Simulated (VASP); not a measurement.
Input of a VASP 6.6.1 run:

The input INCAR:

```
SYSTEM = Zn
  PREC = Accurate
  ENCUT = 520
  EDIFF = 1E-6
  ISMEAR = 1
  SIGMA = 0.03
  LREAL = .False.
  LASPH = .True.
  NELM = 60
  ALGO = Normal
  ISIF = 2
  LWAVE = .False.
  LCHARG = .False.
  GGA = PE
  NBANDS = 19
```

KPOINTS

```
regular mesh
0
Gamma
  14 14 7
  0 0 0
```

The input POSCAR:

```
Zn
1.0
    2.6556370042      0.0000000000      0.0000000000
   -1.3278185021      2.2998491089      0.0000000000
    0.0000000000      0.0000000000      4.9624616040
Zn
2
Direct
    0.3333333333      0.6666666667      0.2500000000
    0.6666666667      0.3333333333      0.7500000000
```

Potentials or basis: VASP PAW PBE potentials, release 64 (Zn).

Launch:

```bash
$ cat potpaw_PBE.64/Zn/POTCAR > POTCAR
$ mpirun -np 1 vasp_std > vasp.out
```

Predict the pressure.

0.4 GPa.

What does it give for the band gap on the k mesh?

Zero (band 12 reaches 4.59 eV, above the bottom of band 13 at 0.02 eV).

Stress tensor (GPa, compression positive):
```
 1.26  0.00  0.00
 0.00  1.26  0.00
 0.00  0.00 -1.21
```
